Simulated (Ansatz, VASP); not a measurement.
One calculation of PbS, two programs

```
Pb S
1.0
     3.65366    0.00000    0.00000
     0.00000    3.65366    0.00000
     0.00000    0.00000    3.65366
Pb S
1 1
Direct
  0.00000 0.00000 0.00000
  0.50000 0.50000 0.50000
```

Alike in both runs: task single point; functional PBEsol; k mesh 14 × 14 × 14; occupations gaussian, width 0.15 eV; no spin polarisation.

```csv
,VASP,Ansatz
version,VASP 6.6.1,Ansatz 0.2.0
potentials or method,"VASP PAW PBE potentials, release 64 (Pb_d, S), cutoff 520 eV","scalar-relativistic, plane waves, PAW"
valence electrons in the cell,20,20
```

Ansatz gave:

| Quantity | Value |
| --- | --- |
| gap on the k mesh at the Fermi level (eV) | none |
| pressure (GPa) | -3.4 |

Problem. What did VASP give for the same quantities?

Solution. gap on the k mesh at the Fermi level (eV): none; pressure (GPa): -3.5.

VASP's potentials were made for PBE, not for PBEsol. A gap of «none» marks a metal or a gap that the smearing closes.

Neither program's run includes spin-orbit coupling.
